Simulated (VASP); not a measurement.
# Si47C49 (a cell with a defect) in VASP: further runs, part 4 of 4

VASP 6.6.1. Earlier steps stand in the parts before.

**6. Single point, PBEsol**

INCAR

```
SYSTEM = Si47C49
PREC     = Accurate       ! precision mode
ENCUT    = 520            ! plane-wave cutoff, eV
EDIFF    = 1E-7           ! SCF threshold, eV
ISMEAR   = -1             ! smearing method
SIGMA    = 0.05           ! smearing width, eV
LREAL    = Auto         
LASPH    = .TRUE.         ! aspherical terms in the spheres
NELM     = 100            ! most SCF steps
ALGO     = Normal         ! electronic algorithm
ISIF     = 2              ! what is computed and relaxed
LWAVE    = .FALSE.        ! write WAVECAR
LCHARG   = .FALSE.        ! write CHGCAR
GGA      = PS             ! functional
NBANDS   = 246            ! bands
NELECT   = 382.0        
ISYM     = 0
```

KPOINTS

```
Automatic mesh
0
Gamma
  1 1 1
  0.25 0.25 0.25
```

POSCAR

```
Si47C49
1.0
    9.2342040000      0.0000000000      0.0000000000
    0.0000000000     10.6627400000      0.0000000000
    0.0000000000      0.0000000000     10.0759470000
Si C
47 49
Direct
    0.0015400000      0.0002830000      0.5000950000
    0.3326920000      0.9988760000      0.5004280000
    0.1698160000      0.2535630000      0.5008960000
    0.0027190000      0.5006400000      0.5007380000
    0.6641390000      0.9999650000      0.5000830000
    0.4956860000      0.2536440000      0.5004760000
    0.1680630000      0.7451940000      0.5006110000
    0.8325800000      0.2499800000      0.5000860000
    0.6618440000      0.5010340000      0.5006170000
    0.4974130000      0.7446220000      0.5008380000
    0.8328420000      0.7509400000      0.5007910000
    0.0015630000      0.1677770000      0.2501080000
    0.3342530000      0.1668950000      0.2505770000
    0.1714940000      0.4189880000      0.2536040000
    0.0008600000      0.6668930000      0.2506830000
    0.6666380000      0.1676660000      0.2500220000
    0.4967570000      0.4189090000      0.2533040000
    0.3341830000      0.6625630000      0.2534740000
    0.1681290000      0.9159610000      0.2501640000
    0.8340670000      0.4169030000      0.2498090000
    0.6675790000      0.6668470000      0.2506920000
    0.5003190000      0.9158480000      0.2500810000
    0.8342230000      0.9175160000      0.2504560000
    0.1662610000      0.0834370000      0.7506760000
    0.9990920000      0.3331340000      0.7502450000
    0.4990230000      0.0836520000      0.7505140000
    0.3323490000      0.3351510000      0.7450980000
    0.1674710000      0.5820390000      0.7450960000
    0.9996610000      0.8331520000      0.7506450000
    0.8326510000      0.0830630000      0.7501690000
    0.6659340000      0.3333290000      0.7500800000
    0.4972980000      0.5821160000      0.7446180000
    0.3327480000      0.8330570000      0.7503680000
    0.8324730000      0.5834450000      0.7507440000
    0.6656110000      0.8333030000      0.7506020000
    0.0013800000      0.0004240000      0.0006460000
    0.3344860000      0.0005960000      0.0004110000
    0.1682140000      0.2516350000      0.9999140000
    0.0021390000      0.4999690000      0.0000700000
    0.6673940000      0.0003080000      0.0005490000
    0.5004920000      0.2515180000      0.9998460000
    0.3343690000      0.5002520000      0.9983490000
    0.1686460000      0.7492890000      0.0000160000
    0.8342400000      0.2500660000      0.0001400000
    0.6665530000      0.4999950000      0.9999570000
    0.5001390000      0.7491810000      0.9998470000
    0.8343960000      0.7502810000      0.0006200000
    0.3318220000      0.4997050000      0.5011990000
    0.0007370000      0.0003230000      0.1877040000
    0.3334680000      0.0001020000      0.1871900000
    0.1675950000      0.2517960000      0.1880620000
    0.0015230000      0.4997390000      0.1883570000
    0.6661610000      0.0003070000      0.1876170000
    0.4991890000      0.2518420000      0.1879390000
    0.3334040000      0.5000640000      0.1840100000
    0.1680240000      0.7485790000      0.1881420000
    0.8333820000      0.2500210000      0.1869270000
    0.6651630000      0.4998030000      0.1882270000
    0.4988960000      0.7485820000      0.1880340000
    0.8333880000      0.7503490000      0.1875600000
    0.0006560000      0.0001980000      0.6871780000
    0.3334530000      0.0001120000      0.6873530000
    0.1665310000      0.2501850000      0.6870510000
    0.9994250000      0.5000350000      0.6869760000
    0.6662450000      0.0003390000      0.6870890000
    0.4999780000      0.2504810000      0.6867470000
    0.3332250000      0.5001100000      0.6641680000
    0.1669810000      0.7500310000      0.6868870000
    0.8332370000      0.2500400000      0.6870400000
    0.6671640000      0.5001700000      0.6868840000
    0.5001490000      0.7501570000      0.6869910000
    0.8335050000      0.7504910000      0.6876730000
    0.0025670000      0.1696820000      0.4377300000
    0.3334810000      0.1659910000      0.4379740000
    0.1868450000      0.4269720000      0.4450480000
    0.9997180000      0.6668620000      0.4380080000
    0.6642290000      0.1690970000      0.4376100000
    0.4803520000      0.4270650000      0.4446030000
    0.3337180000      0.6459660000      0.4447320000
    0.1686450000      0.9134790000      0.4376870000
    0.8331890000      0.4168970000      0.4374270000
    0.6676800000      0.6672300000      0.4379870000
    0.4982490000      0.9130840000      0.4376430000
    0.8336610000      0.9185110000      0.4379980000
    0.1671530000      0.0841710000      0.9382240000
    0.0001030000      0.3333340000      0.9376040000
    0.5001670000      0.0842230000      0.9380680000
    0.3335240000      0.3351350000      0.9339050000
    0.1683120000      0.5825430000      0.9339780000
    0.0009230000      0.8332010000      0.9383050000
    0.8336560000      0.0830860000      0.9377370000
    0.6670540000      0.3334110000      0.9374740000
    0.4987870000      0.5825370000      0.9337450000
    0.3336800000      0.8336550000      0.9377030000
    0.8336100000      0.5831670000      0.9386100000
    0.6664320000      0.8331870000      0.9382740000
```

Potentials or basis: VASP PAW PBE potentials, release 64 (Si, C).

Launch:

```bash
$ cat potpaw_PBE.64/Si/POTCAR potpaw_PBE.64/C/POTCAR > POTCAR
$ mpirun -np 1 vasp_std > vasp.out
```

OUTCAR:

```text
SYSTEM = Si47C49
   PREC = Accurate
   ENCUT = 520
   EDIFF = 1E-7
   ISMEAR = -1
   LREAL = Auto
   LASPH = .TRUE.
   NELM = 100
   ISIF = 2
   GGA = PS
   NELECT = 382.0
   ISYM = 0

 ion  position               nearest neighbor table
   1  0.002  0.000  0.500-  61 1.89  84 1.89  80 1.91  73 1.91   2 3.06  24 3.08  23 3.08  11 3.08
                            19 3.08   8 3.09  12 3.09  29 3.09  30 3.09   5 3.12   3 3.12   7 3.12
   2  0.333  0.999  0.500-  80 1.88  62 1.88  74 1.89  83 1.89   1 3.06   5 3.06  19 3.07  33 3.08
                            26 3.09  24 3.09  22 3.09  13 3.09   7 3.10   3 3.10   6 3.11  10 3.11
   3  0.170  0.254  0.501-  63 1.88  74 1.89  73 1.89  75 1.94   6 3.01  27 3.01  14 3.05   4 3.05
                            25 3.09  13 3.09  24 3.10  12 3.10   2 3.10   8 3.11   1 3.12
   4  0.003  0.501  0.501-  64 1.88  76 1.88  81 1.91  75 1.96  28 3.02   7 3.02   3 3.05  14 3.06
                            15 3.08  25 3.08  11 3.10  34 3.10   8 3.10  20 3.10   9 3.15
   5  0.664  1.000  0.500-  65 1.88  84 1.90  83 1.90  77 1.91   2 3.06  22 3.07  11 3.08  26 3.08
                             8 3.09  35 3.09  16 3.09  30 3.09  23 3.09   1 3.12   6 3.12  10 3.13
   6  0.496  0.254  0.500-  74 1.87  66 1.88  77 1.91  78 1.94   3 3.01  27 3.02  17 3.05   9 3.05
                            13 3.07  31 3.09  26 3.10   2 3.11   8 3.11  16 3.11   5 3.12
   7  0.168  0.745  0.501-  76 1.87  68 1.88  80 1.90  79 1.94  28 3.02   4 3.02  10 3.04  18 3.05
                            15 3.07  33 3.09  11 3.10   2 3.10  29 3.11  19 3.11   1 3.12
   8  0.833  0.250  0.500-  69 1.88  77 1.89  81 1.89  73 1.90  16 3.08  31 3.08  25 3.08  30 3.08
                             1 3.09   5 3.09  20 3.09  12 3.09   4 3.10   9 3.11   6 3.11   3 3.11
   9  0.662  0.501  0.501-  70 1.88  82 1.88  81 1.93  78 1.94  10 3.01  32 3.02  17 3.05   6 3.05
[... 124 lines left out ...]
  95  0.834  0.583  0.939-  45 1.88  47 1.89  34 1.89  39 1.90
  96  0.666  0.833  0.938-  46 1.88  40 1.89  35 1.89  47 1.89

IMPORTANT INFORMATION: All symmetrisations will be switched off!
NOSYMM: (Re-)initialisation of all symmetry stuff for point group C_1.

----------------------------------------------------------------------------------------

                                     Primitive cell

  volume of cell :     992.0971

  direct lattice vectors                    reciprocal lattice vectors
     9.234204000  0.000000000  0.000000000     0.108293037  0.000000000  0.000000000
     0.000000000 10.662740000  0.000000000     0.000000000  0.093784524  0.000000000
[... 290 lines left out ...]
 number of electron     382.0000020 magnetization

 Free energy of the ion-electron system (eV)
  ---------------------------------------------------
  ext. energy  EPLUGINS =         0.00000000
  ---------------------------------------------------
  free energy    TOTEN  =      -780.46735333 eV

  energy without entropy =     -780.39603742  energy(sigma->0) =     -780.43169537

 E-fermi :   7.8012     XC(G=0): -11.4735

 val. band max:        7.7024021559   @ k =   0.2500  -0.2500  -0.2500
 cond. band min:       7.8779049591   @ k =   0.2500  -0.2500  -0.2500
 fundamental gap:      0.1755028033
 Fermi energy:         7.8012048077

 k-point     1 :       0.2500    0.2500    0.2500
  band No.  band energies     occupation
      1      -7.3958      2.00000
      2      -6.9266      2.00000
      3      -6.6307      2.00000
      4      -6.5241      2.00000
      5      -6.2363      2.00000
      6      -6.0172      2.00000
[... 813 lines left out ...]
    202      11.6580      0.00000
    203      11.7341      0.00000
 [bands above 203 left out]

------------------------ aborting loop because EDIFF is reached ----------------------------------------

  FORCE on cell =-STRESS in cart. coord.  units (eV):
  Direction    XX          YY          ZZ          XY          YZ          ZX
  --------------------------------------------------------------------------------------
  -------------------------------------------------------------------------------------
  Total      -34.2677906    -39.5186364    -29.7594646      2.8132007      0.1565483     -0.0076422
  in kB      -55.3404298    -63.8202314    -48.0597533      4.5431508      0.2528161     -0.0123417
  external PRESSURE =     -55.7401382 kB  Pullay stress =       0.0000000 kB

 VOLUME and BASIS-vectors are now :
 -----------------------------------------------------------------------------
  energy-cutoff  :      520.00
  volume of cell :      992.10
      direct lattice vectors                 reciprocal lattice vectors
     9.234204000  0.000000000  0.000000000     0.108293037  0.000000000  0.000000000
     0.000000000 10.662740000  0.000000000     0.000000000  0.093784524  0.000000000
     0.000000000  0.000000000 10.075947000     0.000000000  0.000000000  0.099246254

 POSITION                                       TOTAL-FORCE (eV/Angst)
 -----------------------------------------------------------------------------------
      0.01422      0.00302      5.03893         0.098185      0.018331     -0.010207
      3.07215     10.65076      5.04229         0.157700      0.016756     -0.014326
      1.56812      2.70368      5.04700         0.121555      0.018534     -0.037813
      0.02511      5.33819      5.04541         0.150550      0.031482     -0.023082
      6.13280     10.66237      5.03881         0.094227      0.005886     -0.027439
      4.57727      2.70454      5.04277         0.114351      0.014314      0.007502
[... 88 lines left out ...]
      7.69772      6.21816      9.45738         0.084669      0.001660      0.023564
      6.15397      8.88406      9.45400         0.089780     -0.000275      0.011854
 -----------------------------------------------------------------------------------
    total drift:                               -0.023351     -0.010919      0.036080

  FREE ENERGIE OF THE ION-ELECTRON SYSTEM (eV)
  ---------------------------------------------------
  free  energy   TOTEN  =      -780.4673533312 eV

  energy  without entropy=     -780.3960374186  energy(sigma->0) =     -780.43169537
```

Run time: 63 min. Hardware: 1 thread of Intel Xeon 8259CL, shared host; peak memory 1.2 GiB.

What came out:

* Free energy: -780.4674 eV
* Largest force: 0.231 eV/Å

Forces in eV/Å, atoms in the order of the input:
```
Si   0.098  0.018 -0.010
Si   0.158  0.017 -0.014
Si   0.122  0.019 -0.038
Si   0.151  0.031 -0.023
Si   0.094  0.006 -0.027
Si   0.114  0.014  0.008
Si   0.120 -0.044  0.000
Si   0.107  0.017 -0.019
Si   0.165 -0.009 -0.023
Si   0.136  0.055 -0.043
Si   0.147 -0.002 -0.021
Si  -0.110  0.007 -0.025
Si  -0.147  0.010 -0.015
Si  -0.126 -0.005 -0.015
Si  -0.138 -0.003 -0.007
Si  -0.122  0.013 -0.022
Si  -0.112  0.029 -0.014
Si  -0.107  0.015 -0.024
Si  -0.125  0.002 -0.027
Si  -0.125  0.011 -0.013
Si  -0.138  0.019 -0.021
Si  -0.128  0.005 -0.007
Si  -0.129  0.000 -0.019
Si   0.136  0.019 -0.014
Si   0.133  0.026 -0.021
Si   0.131  0.024 -0.025
Si   0.165  0.022 -0.025
Si   0.151  0.033 -0.051
Si   0.153  0.016 -0.027
Si   0.140  0.020 -0.017
Si   0.117  0.007 -0.014
Si   0.138  0.002  0.012
Si   0.126  0.009 -0.020
Si   0.146  0.024 -0.028
Si   0.157  0.002 -0.021
Si  -0.122 -0.012 -0.020
Si  -0.150 -0.005 -0.021
Si  -0.139 -0.009 -0.012
Si  -0.133 -0.009 -0.015
Si  -0.137  0.010 -0.015
Si  -0.134  0.023 -0.025
Si  -0.142  0.003 -0.014
Si  -0.128 -0.007 -0.025
Si  -0.120  0.002 -0.020
Si  -0.136 -0.002 -0.017
Si  -0.138  0.004 -0.009
Si  -0.131  0.003 -0.017
C    0.228  0.014 -0.029
C    0.119 -0.002  0.022
C    0.134 -0.012  0.020
C    0.124 -0.001  0.025
C    0.126  0.001  0.017
C    0.126 -0.017  0.021
C    0.136 -0.027  0.023
C    0.119 -0.006  0.031
C    0.119  0.004  0.021
C    0.118 -0.011  0.024
C    0.131 -0.014  0.016
C    0.122 -0.020  0.021
C    0.144 -0.004  0.023
C   -0.126 -0.007  0.007
C   -0.121 -0.008  0.012
C   -0.128 -0.013  0.011
C   -0.130 -0.030  0.023
C   -0.129 -0.027  0.026
C   -0.112 -0.032  0.025
C   -0.139 -0.014  0.023
C   -0.138  0.000  0.031
C   -0.109 -0.024  0.012
C   -0.133 -0.021  0.013
C   -0.143 -0.020  0.009
C   -0.135 -0.026  0.017
C   -0.078 -0.049  0.009
C   -0.101 -0.019  0.002
C   -0.124  0.005 -0.001
C   -0.126  0.035  0.010
C   -0.083  0.028  0.018
C   -0.109 -0.028  0.030
C   -0.152 -0.008  0.035
C   -0.094 -0.012  0.003
C   -0.095 -0.016  0.014
C   -0.111 -0.027  0.013
C   -0.095  0.007  0.022
C   -0.105 -0.002  0.023
C    0.101  0.006  0.016
C    0.085 -0.001  0.023
C    0.096 -0.015  0.021
C    0.104 -0.014  0.025
C    0.083 -0.001  0.029
C    0.085 -0.001  0.023
C    0.080 -0.001  0.013
C    0.095 -0.006  0.027
C    0.093 -0.001  0.023
C    0.089  0.005  0.023
C    0.085  0.002  0.024
C    0.090  0.000  0.012
```

Caveat: the cell carries a net charge on a neutralising background, which shifts energy and pressure; the cell is charged against a uniform background, so pressure and absolute levels hang on convention; the PAW data sets were made with another functional, which shifts forces and pressure a little.
